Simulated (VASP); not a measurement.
# Tl (P6_3/mmc) in VASP: notebook

Runs on Tl. Level: PBEsol. Tasks: single point, relaxation of cell and atoms.

Everything below comes from runs of VASP 6.6.1. Logs are shortened: lines on timing, memory, paths and dates and some standing lists are left out, and cuts for length are marked.

**1. The cell of the first run**

Symmetry: P6_3/mmc, No. 194, hexagonal system. Conventional cell: a = 3.481 Å, b = 3.481 Å, c = 5.478 Å, α = 90.00°, β = 90.00°, γ = 120.00°. Within 4.5 Å of Tl (site symmetry -6m2) lie 12 Tl at 3.40 to 3.48 Å.

**2. Single point, PBEsol**

Input file INCAR:

```
SYSTEM = Tl
PREC = Accurate ; ENCUT = 520
EDIFF = 1E-7 ; ISMEAR = 0
SIGMA = 0.05 ; LREAL = .False.
LASPH = .True. ; NELM = 60
ALGO = Normal ; ISIF = 2
LWAVE = .False. ; LCHARG = .False.
GGA = PS ; NBANDS = 20
```

Input file KPOINTS:

```
regular mesh
0
Gamma
  12 12 6
  0 0 0
```

Input file POSCAR:

```
Tl
1.0
    3.4808641744      0.0000000000      0.0000000000
   -1.7404320872      3.0145168021      0.0000000000
    0.0000000000      0.0000000000      5.4776577985
Tl
2
Direct
    0.3333333333      0.6666666667      0.7500000000
    0.6666666667      0.3333333333      0.2500000000
```

Potentials or basis: VASP PAW PBE potentials, release 64 (Tl_d).

Command:

```console
$ cat potpaw_PBE.64/Tl_d/POTCAR > POTCAR
$ mpirun -np 1 vasp_std > vasp.out
```

OUTCAR:

```text
SYSTEM = Tl
   PREC = Accurate
   ENCUT = 520
   EDIFF = 1E-7
   ISMEAR = 0
   LREAL = .False.
   LASPH = .True.
   NELM = 60
   ISIF = 2
   GGA = PS

 ion  position               nearest neighbor table
   1  0.333  0.667  0.750-   2 3.40   2 3.40   2 3.40   2 3.40   2 3.40   2 3.40
   2  0.667  0.333  0.250-   1 3.40   1 3.40   1 3.40   1 3.40   1 3.40   1 3.40

  LATTYP: Found a hexagonal cell.
 ALAT       =     3.4808641744
 C/A-ratio  =     1.5736488194

  Lattice vectors:

 A1 = (   3.4808641744,   0.0000000000,   0.0000000000)
 A2 = (  -1.7404320872,   3.0145168021,   0.0000000000)
 A3 = (   0.0000000000,   0.0000000000,   5.4776577985)

Analysis of symmetry for initial positions (statically):
=====================================================================
 Subroutine PRICEL returns:
 Original cell was already a primitive cell.

 Routine SETGRP: Setting up the symmetry group for a
 hexagonal supercell.

 Subroutine GETGRP returns: Found 24 space group operations
 (whereof 12 operations were pure point group operations)
 out of a pool of 24 trial point group operations.

The static configuration has the point symmetry D_3d.
 The point group associated with its full space group is D_6h.

Analysis of symmetry for dynamics (positions and initial velocities):
=====================================================================
 Subroutine PRICEL returns:
 Original cell was already a primitive cell.

 Routine SETGRP: Setting up the symmetry group for a
 hexagonal supercell.

 Subroutine GETGRP returns: Found 24 space group operations
 (whereof 12 operations were pure point group operations)
 out of a pool of 24 trial point group operations.

The dynamic configuration has the point symmetry D_3d.
 The point group associated with its full space group is D_6h.

 Subroutine INISYM returns: Found 24 space group operations
 (whereof 12 operations are pure point group operations),
 and found     1 'primitive' translations

----------------------------------------------------------------------------------------

                                     Primitive cell

  volume of cell :      57.4777

  direct lattice vectors                    reciprocal lattice vectors
     3.480864174  0.000000000  0.000000000     0.287284982  0.165864061  0.000000000
    -1.740432087  3.014516802  0.000000000     0.000000000  0.331728123  0.000000000
     0.000000000  0.000000000  5.477657799     0.000000000  0.000000000  0.182559780

  length of vectors
     3.480864174  3.480864174  5.477657799     0.331728123  0.331728123  0.182559780

  position of ions in fractional coordinates (direct lattice)
     0.333333333  0.666666667  0.750000000
     0.666666667  0.333333333  0.250000000

  ion indices of the primitive-cell ions
   primitive index   ion index
                 1           1
                 2           2

----------------------------------------------------------------------------------------

 KPOINTS: regular mesh

Automatic generation of k-mesh.
 Grid dimensions read from file:
 generate k-points for:   12   12    6

 Generating k-lattice:

  Cartesian coordinates                     Fractional coordinates (reciprocal lattice)
     0.023940415  0.013822005  0.000000000     0.083333333  0.000000000  0.000000000
     0.000000000  0.027644010  0.000000000     0.000000000  0.083333333  0.000000000
     0.000000000  0.000000000  0.030426630     0.000000000  0.000000000  0.166666667

  Length of vectors
     0.027644010  0.027644010  0.030426630

  Shift w.r.t. Gamma in fractional coordinates (k-lattice)
     0.000000000  0.000000000  0.000000000

 Subroutine IBZKPT returns following result:
 ===========================================

 Found     76 irreducible k-points:

 Following reciprocal coordinates:
            Coordinates               Weight
  0.000000  0.000000  0.000000      1.000000
  0.083333 -0.000000  0.000000      6.000000
  0.166667  0.000000  0.000000      6.000000
  0.250000  0.000000  0.000000      6.000000
  0.333333 -0.000000  0.000000      6.000000
  0.416667  0.000000  0.000000      6.000000
[... 16 lines left out ...]
  0.250000  0.000000  0.166667     12.000000
  0.333333 -0.000000  0.166667     12.000000
 [... further k-points ...]
   k-points           NKPTS =     76   k-points in BZ     NKDIM =     76   number of bands    NBANDS=     20
   number of dos      NEDOS =    301   number of ions     NIONS =      2
   total plane-waves  NPLWV =  32928
   dimension x,y,z NGX =    28 NGY =   28 NGZ =   42
   dimension x,y,z NGXF=    56 NGYF=   56 NGZF=   84
   ions per type =               2
   NGX,Y,Z   is equivalent  to a cutoff of  13.37, 13.37, 12.75 a.u.
   NGXF,Y,Z  is equivalent  to a cutoff of  26.75, 26.75, 25.49 a.u.
 SYSTEM =  Tl
   PREC   = accura    normal or accurate (medium, high low for compatibility)
   ISTART =      0    job   : 0-new  1-cont  2-samecut
   ICHARG =      2    charge: 1-file 2-atom 10-const
   ISPIN  =      1    spin polarized calculation?
   LNONCOLLINEAR =      F non collinear calculations
   LSORBIT =      F    spin-orbit coupling
   LASPH  =      T    aspherical Exc in radial PAW
   ENCUT  =  520.0 eV  38.22 Ry    6.18 a.u.   6.47  6.47 10.18*2*pi/ulx,y,z
   NELM   =     60;   NELMIN=  2; NELMDL= -5     # of ELM steps
   EDIFF  = 0.1E-06   stopping-criterion for ELM
   LREAL  =      F    real-space projection
   EDIFFG = 0.1E-05   stopping-criterion for IOM
   NSW    =      0    number of steps for IOM
   IBRION =     -1    ionic relax: 0-MD 1-quasi-New 2-CG
   NFREE  =      0    steps in history (QN), initial steepest desc. (CG)
   ISIF   =      2    stress and relaxation
   ISYM   =      2    0-nonsym 1-usesym 2-fastsym
   POTIM  = 0.5000    time-step for ionic-motion
   TEBEG  =    0.0;   TEEND  =   0.0 temperature during run
   PSTRESS=    0.0 pullay stress
   NELECT =      26.0000    total number of electrons
   NUPDOWN=      -1.0000    fix difference up-down
   EMIN   =  10.00;   EMAX   =-10.00  energy-range for DOS
   EFERMI =   0.00;   METHOD = LEGACY
   ISMEAR =     0;   SIGMA  =   0.05  broadening in eV -4-tet -1-fermi 0-gaus
   EFERMI_NEDOS =   21; number of points for ismear=-14 and -15
   IALGO  =     38    algorithm
   IMIX   =      4    mixing-type and parameters
     AMIX     =   0.40;   BMIX     =  1.00
     AMIX_MAG =   1.60;   BMIX_MAG =  1.00
  volume/ion in A,a.u.               =      28.74       193.94
  Fermi-wavevector in a.u.,A,eV,Ry     =   1.256703  2.374825 21.487721  1.579303
  Thomas-Fermi vector in A             =   2.390398
   LORBIT       =      0    0 simple, 1 ext, 2 COOP (PROOUT), +10 PAW based schemes
   GGA     = PS    functional components
   LHFCALC =     F    Hartree Fock is set to
   AEXX    =    0.0000 exact exchange contribution
   IVDW    =     0    specifies the selected vdW correction
   LEPSILON=     F    determine dielectric tensor
   LRPA    =     F    only Hartree local field effects (RPA)
 non-spin polarized calculation
 Gauss-broadening in eV      SIGMA  =   0.05
  energy-cutoff  :      520.00
  volume of cell :       57.48
 maximum number of plane-waves:      1574
 NGX is ok and might be reduce to    28
   NGX = 13   NGY = 13   NGZ = 21

 number of electron      25.9999996 magnetization

 Free energy of the ion-electron system (eV)
  ---------------------------------------------------
  ext. energy  EPLUGINS =         0.00000000
  ---------------------------------------------------
  free energy    TOTEN  =        -5.26908934 eV

  energy without entropy =       -5.26838902  energy(sigma->0) =       -5.26873918

 E-fermi :   6.2714     XC(G=0): -10.3397

 val. band max:        6.2203160211   @ k =   0.3333   0.1667   0.3333
 cond. band min:       6.2863380593   @ k =   0.2500   0.2500   0.1667
 fundamental gap:      0.0660220383
 Fermi energy:         6.2713881729

 k-point     1 :       0.0000    0.0000    0.0000
  band No.  band energies     occupation
      1      -5.3982      2.00000
      2      -5.1500      2.00000
      3      -5.1497      2.00000
      4      -5.1497      2.00000
      5      -5.0935      2.00000
      6      -5.0935      2.00000
[... 12 lines left out ...]
     19      16.9499      0.00000
     20      17.5818      0.00000

 k-point     2 :       0.0833   -0.0000    0.0000
  band No.  band energies     occupation
      1      -5.3763      2.00000
      2      -5.1933      2.00000
      3      -5.1212      2.00000
      4      -5.1025      2.00000
      5      -5.0930      2.00000
      6      -5.0671      2.00000
[... 12 lines left out ...]
     19      17.3892      0.00000
     20      17.6374      0.00000

 k-point     3 :       0.1667    0.0000    0.0000
  band No.  band energies     occupation
      1      -5.3537      2.00000
      2      -5.2110      2.00000
      3      -5.1160      2.00000
      4      -5.1059      2.00000
      5      -5.0996      2.00000
      6      -5.0424      2.00000
[... 12 lines left out ...]
     19      16.5648      0.00000
     20      18.1618      0.00000

 k-point     4 :       0.2500    0.0000    0.0000
  band No.  band energies     occupation
      1      -5.3952      2.00000
      2      -5.2052      2.00000
      3      -5.1930      2.00000
      4      -5.1433      2.00000
      5      -5.0832      2.00000
      6      -4.9404      2.00000
[... 12 lines left out ...]
     19      15.9175      0.00000
     20      17.2484      0.00000

 k-point     5 :       0.3333   -0.0000    0.0000
  band No.  band energies     occupation
      1      -5.4549      2.00000
      2      -5.2788      2.00000
      3      -5.2372      2.00000
      4      -5.1836      2.00000
      5      -5.0226      2.00000
      6      -4.9227      2.00000
[... 12 lines left out ...]
     19      15.1961      0.00000
     20      16.5818      0.00000
[... 353 lines left out ...]
      6      -5.0848      2.00000
[... 12 lines left out ...]
     19      16.6409      0.00000
     20      17.3777      0.00000

 k-point    22 :       0.1667    0.0000    0.1667
  band No.  band energies     occupation
      1      -5.3411      2.00000
      2      -5.2008      2.00000
      3      -5.1643      2.00000
      4      -5.1228      2.00000
      5      -5.1217      2.00000
      6      -5.0112      2.00000
[... 12 lines left out ...]
     19      16.1463      0.00000
     20      17.4107      0.00000

 k-point    23 :       0.2500    0.0000    0.1667
  band No.  band energies     occupation
      1      -5.3830      2.00000
      2      -5.2486      2.00000
      3      -5.1845      2.00000
      4      -5.1284      2.00000
      5      -5.0794      2.00000
      6      -4.9488      2.00000
[... 12 lines left out ...]
     19      15.5046      0.00000
     20      16.6914      0.00000

 k-point    24 :       0.3333   -0.0000    0.1667
  band No.  band energies     occupation
      1      -5.4387      2.00000
      2      -5.3326      2.00000
      3      -5.2118      2.00000
      4      -5.1557      2.00000
      5      -5.0367      2.00000
      6      -4.9663      2.00000
[... 12 lines left out ...]
     19      14.8363      0.00000
     20      16.0995      0.00000

 [... further k-points ...]

------------------------ aborting loop because EDIFF is reached ----------------------------------------

  FORCE on cell =-STRESS in cart. coord.  units (eV):
  Direction    XX          YY          ZZ          XY          YZ          ZX
  --------------------------------------------------------------------------------------
  -------------------------------------------------------------------------------------
  Total       -0.0313678     -0.0313678     -0.0336973      0.0000000      0.0000000      0.0000000
  in kB       -0.8743701     -0.8743701     -0.9393031      0.0000000      0.0000000      0.0000000
  external PRESSURE =      -0.8960144 kB  Pullay stress =       0.0000000 kB

 VOLUME and BASIS-vectors are now :
 -----------------------------------------------------------------------------
  energy-cutoff  :      520.00
  volume of cell :       57.48
      direct lattice vectors                 reciprocal lattice vectors
     3.480864174  0.000000000  0.000000000     0.287284982  0.165864061  0.000000000
    -1.740432087  3.014516802  0.000000000     0.000000000  0.331728123  0.000000000
     0.000000000  0.000000000  5.477657799     0.000000000  0.000000000  0.182559780

 POSITION                                       TOTAL-FORCE (eV/Angst)
 -----------------------------------------------------------------------------------
     -0.00000      2.00968      4.10824         0.000000     -0.000000      0.000000
      1.74043      1.00484      1.36941        -0.000000      0.000000      0.000000
 -----------------------------------------------------------------------------------
    total drift:                               -0.000000      0.000000      0.000000

  FREE ENERGIE OF THE ION-ELECTRON SYSTEM (eV)
  ---------------------------------------------------
  free  energy   TOTEN  =        -5.2690893416 eV

  energy  without entropy=       -5.2683890236  energy(sigma->0) =       -5.26873918
```

Wall time 54 s (1 thread of Intel Xeon 6975P-C, shared host); peak memory 0.22 GiB.

Results:

| Item | Value |
| --- | --- |
| Free energy | -5.2691 eV |
| Pressure | -0.1 GPa |
| Band gap on the k mesh | zero (band 13 reaches 9.98 eV, above the bottom of band 14 at 4.05 eV) |

Levels at points of the mesh, in eV from the Fermi level:
```tsv
k point	band 10	band 11	band 12	band 13	band 14	band 15	band 16	band 17
(0.00, 0.00, 0.00)	-10.96	-9.97	-4.90	-2.73	7.80	7.80	9.92	9.92
(0.50, 0.00, 0.00)	-10.91	-5.79	-4.69	-0.58	0.67	1.40	3.78	3.87
(0.00, 0.00, 0.50)	-11.08	-8.51	-8.51	3.61	3.61	8.81	8.81	8.81
(0.50, 0.00, 0.50)	-10.95	-4.70	-4.70	-2.23	-2.23	5.50	5.50	6.28
```

Caveat: the PAW data sets were made with another functional, which shifts forces and pressure a little; spin-orbit coupling is left out, which moves the levels of the heavy elements.

**3. Relaxation of cell and atoms, PBEsol**

This run uses another cell than the first one, of 28.68 Å³/atom, 0.998 times its volume.

Input file INCAR:

```
SYSTEM = Tl
PREC = Accurate
ENCUT = 600
EDIFF = 1E-6
ISMEAR = 0
SIGMA = 0.05
LREAL = .FALSE.
LASPH = .TRUE.
NELM = 80
ALGO = Fast
ISIF = 3
LWAVE = .FALSE.
LCHARG = .FALSE.
GGA = PS
IBRION = 2
NSW = 80
EDIFFG = -0.01
```

Input file KPOINTS:

```
regular mesh
0
G
  12 12 6
  0 0 0
```

Input file POSCAR:

```
Tl
1.0
    3.4600000000      0.0000000000      0.0000000000
   -1.7300000000      2.9964478971      0.0000000000
    0.0000000000      0.0000000000      5.5325400000
Tl
2
Direct
    0.3333333333      0.6666666667      0.7500000000
    0.6666666667      0.3333333333      0.2500000000
```

Potentials or basis: VASP PAW PBE potentials, release 64 (Tl_d).

Command:

```console
$ cat potpaw_PBE.64/Tl_d/POTCAR > POTCAR
$ mpirun -np 1 vasp_std > vasp.out
```

It took 2.8 min on 1 thread of Intel Xeon 6975P-C, shared host; peak memory 0.24 GiB.

Results (log left out):

| Quantity | Value |
| --- | --- |
| Free energy | -5.2692 eV |
| Relaxed volume | 28.71 Å³/atom |
| Relaxed cell | a = 3.479 Å, b = 3.479 Å, c = 5.477 Å, α = 90.00°, β = 90.00°, γ = 120.00° |
| Space group after relaxing (to 0.05 Å) | P6_3/mmc (No. 194) |
| Energy gained by relaxing | 0.8 meV/atom |
| Ionic steps | 5 |
| Pressure after relaxing | 0.0 GPa |
| Band gap on the k mesh | zero (band 13 reaches 9.99 eV, above the bottom of band 14 at 4.05 eV) |

The path:
| step | energy change (eV) | largest force (eV/Å) | pressure (GPa) | volume (Å³) |
| --- | --- | --- | --- | --- |
| 1 | 0.0000 | 0.0000 | 0.02 | 57.36 |
| 2 | -0.0011 | 0.0000 | 0.02 | 57.38 |
| 3 | -0.0013 | 0.0000 | 0.03 | 57.44 |
| 4 | -0.0016 | 0.0000 | 0.02 | 57.42 |
| 5 | -0.0016 | 0.0000 | 0.02 | 57.41 |

Final structure:
```
CELL_PARAMETERS angstrom
3.47901 0.00000 0.00000
-1.73951 3.01291 0.00000
0.00000 0.00000 5.47715
ATOMIC_POSITIONS crystal
Tl 0.33333 0.66667 0.75000
Tl 0.66667 0.33333 0.25000
```

Levels at points of the mesh, in eV from the Fermi level:
```tsv
k point	band 10	band 11	band 12	band 13	band 14	band 15	band 16	band 17
(0.00, 0.00, 0.00)	-10.97	-9.98	-4.91	-2.74	7.82	7.82	9.93	9.93
(0.50, 0.00, 0.00)	-10.91	-5.79	-4.69	-0.58	0.66	1.40	3.78	3.87
(0.00, 0.00, 0.50)	-11.08	-8.52	-8.52	3.61	3.61	8.82	8.82	8.82
(0.50, 0.00, 0.50)	-10.95	-4.70	-4.70	-2.23	-2.23	5.51	5.51	6.29
```

Caveat: the PAW data sets were made with another functional, which shifts forces and pressure a little; spin-orbit coupling is left out, which moves the levels of the heavy elements.
